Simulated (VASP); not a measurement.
A run of VASP 6.6.1 is set up as follows.

The input POSCAR:

```
LiF
1.0
    0.0000000000      2.1008307007      2.1008307007
    2.1008307007      0.0000000000      2.1008307007
    2.1008307007      2.1008307007      0.0000000000
Li F
1 1
Direct
    0.0000000000      0.0000000000      0.0000000000
    0.2500000000      0.2500000000      0.2500000000
```

File INCAR.step1:

```
SYSTEM = LiF
PREC = Accurate
ENCUT = 520
ISMEAR = 0
SIGMA = 0.01
LREAL = .FALSE.
LASPH = .TRUE.
NELM = 100
NBANDS = 12
GGA = PE
ALGO = Normal
EDIFF = 1E-4
LWAVE = .TRUE.
LCHARG = .FALSE.
```

The input INCAR.step2:

```
SYSTEM = LiF
PREC = Accurate
ENCUT = 520
EDIFF = 1E-6
ISMEAR = 0
SIGMA = 0.01
LREAL = .FALSE.
LASPH = .TRUE.
NELM = 100
ALGO = Normal
ISIF = 2
LWAVE = .FALSE.
LCHARG = .FALSE.
METAGGA = R2SCAN
LMIXTAU = .TRUE.
NBANDS = 12
ISTART = 1
```

The input KPOINTS:

```
Automatic mesh
0
G
  8 8 8
  0 0 0
```

Potentials or basis: VASP PAW PBE potentials, release 64 (Li_sv, F).

Command:

```sh
$ cat potpaw_PBE.64/Li_sv/POTCAR potpaw_PBE.64/F/POTCAR > POTCAR
$ cp INCAR.step1 INCAR
$ mpirun -np 1 vasp_std > vasp.out
$ cp INCAR.step2 INCAR
$ mpirun -np 1 vasp_std > vasp.out
```

Estimate the band gap on the k mesh.

9.07 eV, direct.

 A k mesh can miss the band edges.
